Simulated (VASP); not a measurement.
**ZrO5: single point with PBE**

The system is ZrO5.

```
Zr O
1.0
     4.28962    0.00000    0.00000
    -2.14481    3.71492    0.00000
     0.00000    0.00000    5.62629
Zr O
1 5
Direct
  0.00000 0.00000 0.00000
  0.50000 0.00000 0.00000
  0.00000 0.50000 0.00000
  0.50000 0.50000 0.00000
  0.00000 0.00000 0.38789
  0.00000 0.00000 0.61211
```

The cell was built from a structure type or drawn by symmetry, and may not be a known phase.

```json
{
 "Program": "VASP 6.6.1",
 "Task": "single point",
 "Functional": "PBE",
 "Potentials or basis": "VASP PAW PBE potentials, release 64 (Zr_sv, O)",
 "Cutoff": "520 eV",
 "k mesh": "12 × 12 × 8",
 "Occupations": "gaussian, width 0.1 eV",
 "Spin": "collinear spin",
 "Starting moments": "[0.0, 0.0, 0.0, 0.0, 0.37, 0.37] μB"
}
```

```
Pressure                                              : 0.4 GPa
Largest force                                         : 0.684 eV/Å
Net moment                                            : -1.34 μB per cell
Site moments                                          : Zr +0.04; O -0.06, -0.48 (each value once) μB
Valence electrons inside the program's atomic spheres : Zr 9.57; O 4.86, 4.97 (each value once)
```

Forces in eV/Å, atoms in the order of the input:
```
Zr   0.000  0.000  0.000
O    0.000  0.000  0.000
O    0.000  0.000  0.000
O    0.000  0.000  0.000
O    0.000  0.000 -0.684
O    0.000  0.000  0.684
```

Stress tensor (GPa, compression positive):
```
0.02 0.00 0.00
0.00 0.02 0.00
0.00 0.00 1.24
```

Levels at points of the mesh, in eV from the Fermi level:
Spin up:
```csv
k point,band 18,band 19,band 20,band 21,band 22,band 23
"(0.00, 0.00, 0.00)",-0.97,-0.64,-0.64,-0.45,1.73,1.73
"(0.50, 0.00, 0.00)",-1.96,-1.90,-1.73,0.16,0.19,1.25
"(0.00, 0.00, 0.50)",-0.97,-0.45,0.14,0.14,1.73,1.73
"(0.50, 0.00, 0.50)",-1.96,-1.73,-1.35,-0.07,0.10,1.25
```
Spin down:
| k point | band 19 | band 20 | band 21 | band 22 | band 23 | band 24 | band 25 | band 26 |
| --- | --- | --- | --- | --- | --- | --- | --- | --- |
| (0.00, 0.00, 0.00) | -1.15 | -1.15 | -0.51 | 1.63 | 1.63 | 3.54 | 3.54 | 5.02 |
| (0.50, 0.00, 0.00) | -2.13 | -1.81 | -0.92 | -0.69 | 1.15 | 4.25 | 5.12 | 5.77 |
| (0.00, 0.00, 0.50) | -1.14 | -1.14 | -0.51 | 1.63 | 1.63 | 2.86 | 2.86 | 3.09 |
| (0.50, 0.00, 0.50) | -1.82 | -1.52 | -1.30 | -1.14 | 1.15 | 3.35 | 3.76 | 4.76 |

Run time: 7.9 min on 1 thread of Oxide Virtual Turin-like Processor (shared host), peak memory 0.47 GiB.
